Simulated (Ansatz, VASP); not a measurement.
## Ca: VASP beside Ansatz

```
Ca
1.0
    -2.20381    2.16290    2.16035
     2.21237   -2.21105    2.21730
     2.22688    2.23412   -2.20869
Ca
1
Cartesian
  -0.0351 -0.0121 2.2049
```

Change from the starting cell: cell strained at random at fixed volume.

Alike in both runs: task single point; functional PBE; k mesh 9 × 9 × 9; occupations fermi-dirac, width 0.05 eV; no spin polarisation.

|  | VASP | Ansatz |
| --- | --- | --- |
| version | VASP 6.6.1 | Ansatz 0.2.0 |
| potentials or method | VASP PAW PBE potentials, release 64 (Ca_sv), cutoff 520 eV | all-electron LAPW, scalar-relativistic |

```csv
,VASP,Ansatz,Ansatz less VASP
gap on the k mesh at the Fermi level (eV),none,none,-
pressure (GPa),-0.2,-0.2,-0.01
"traceless stress, the component that is largest in VASP (GPa)",0.21,0.21,0.000
```

A gap of «none» marks a metal or a gap that the smearing closes. Ansatz ran all-electron here, and VASP with PAW potentials.
